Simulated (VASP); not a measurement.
BAs:

```
CELL_PARAMETERS angstrom
1.59653 0.92176 2.78038
-1.59653 0.92176 2.78038
0.00000 -1.84351 2.78038
ATOMIC_POSITIONS crystal
B 0.00000 0.00000 0.00000
As 0.50000 0.50000 0.50000
```

The cell was generated, and may not be a known phase.

```yaml
Program: VASP 6.6.1
Task: relaxation of cell and atoms
Functional: PBE
Potentials_or_basis: VASP PAW PBE potentials, release 64 (B, As)
Cutoff: 600 eV
k_mesh: 24 × 24 × 24
Occupations: gaussian, width 0.1 eV
Spin: no spin polarisation
```

At the start: pressure 0.4 GPa; volume 12.27 Å³/atom.

**Question.** How do energy, volume and symmetry change on relaxing?

**Answer.** Over 7 steps the energy falls by 14.3 meV/atom and the volume is 12.31 Å³/atom (+0.3 %); space group R-3m (No. 166, to 0.1 Å) before, Fm-3m (No. 225, to 0.1 Å).

Step by step:
```csv
step,energy change (eV),largest force (eV/Å),pressure (GPa),volume (Å³)
1,0.0000,0.0000,0.40,24.55
2,-0.0234,0.0000,-0.18,24.65
3,-0.0283,0.0000,-0.49,24.71
4,-0.0283,0.0000,-0.52,24.71
5,-0.0283,0.0000,-0.54,24.72
6,-0.0284,0.0000,0.36,24.55
7,-0.0285,0.0000,0.00,24.61
```

Final structure:
```
B As
1.0
     1.63275    0.94267    2.66514
    -1.63275    0.94267    2.66514
     0.00000   -1.88534    2.66514
B As
1 1
Direct
  0.00000 0.00000 0.00000
  0.50000 0.50000 0.50000
```
